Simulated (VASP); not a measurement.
**TaSi4W: single point with PBE**

TaSi4W:

```xyz
6
Lattice="0.0000 3.4379 3.4379 3.4379 0.0000 3.4379 3.4379 3.4379 0.0000" Properties=species:S:1:pos:R:3 pbc="T T T"
Ta    0.0000    0.0000    0.0000
Si    4.2945    4.2945    4.2945
Si    2.5813    2.5813    4.2945
Si    2.5813    4.2945    2.5813
Si    4.2945    2.5813    2.5813
W     1.7189    1.7189    1.7189
```

The cell was generated, and may not be a known phase.

```
Program                : VASP 6.6.1
Task                   : single point
Functional             : PBE
Potentials or basis    : VASP PAW PBE potentials, release 64 (Ta_pv, Si, W_sv)
Cutoff                 : 500 eV
k mesh                 : 4 × 4 × 4
Occupations            : gaussian, width 0.2 eV
Spin                   : no spin polarisation
Dipole correction      : no
Further INCAR settings : ALGO = Normal; EDIFF = 1e-06; NBANDS = 30
```

| Property | Result |
| --- | --- |
| Pressure | 0.7 GPa |
| Largest force | 0.049 eV/Å |
| Band gap on the k mesh | zero (an odd number of electrons rules out a gap without spin polarisation) |

Forces on the atoms (eV/Å):
```
Ta   0.000  0.000  0.000
Si   0.028  0.028  0.028
Si  -0.028 -0.028  0.028
Si  -0.028  0.028 -0.028
Si   0.028 -0.028 -0.028
W    0.000  0.000  0.000
```

Levels at points of the mesh, in eV from the Fermi level:
```tsv
k point	band 18	band 19	band 20	band 21	band 22	band 23
(0.00, 0.00, 0.00)	-2.60	0.21	0.21	0.21	1.49	1.49
(0.50, 0.00, 0.00)	-0.66	-0.66	-0.61	0.65	0.65	0.78
(0.50, 0.50, 0.00)	-2.30	-2.17	-1.77	-1.77	1.61	1.76
```

Run time: 15 s on 1 thread of Intel(R) Xeon(R) Platinum 8488C (Sapphire Rapids), with other jobs on the host, peak memory 0.21 GiB.

Caveat: the k points lie up to 0.40 Å⁻¹ apart, too coarse for converged energies and pressures of a metal; spin-orbit coupling is left out, which moves the levels of the heavy elements; an odd number of electrons without spin polarisation forces a metal; a magnetic or distorted state may lie lower.
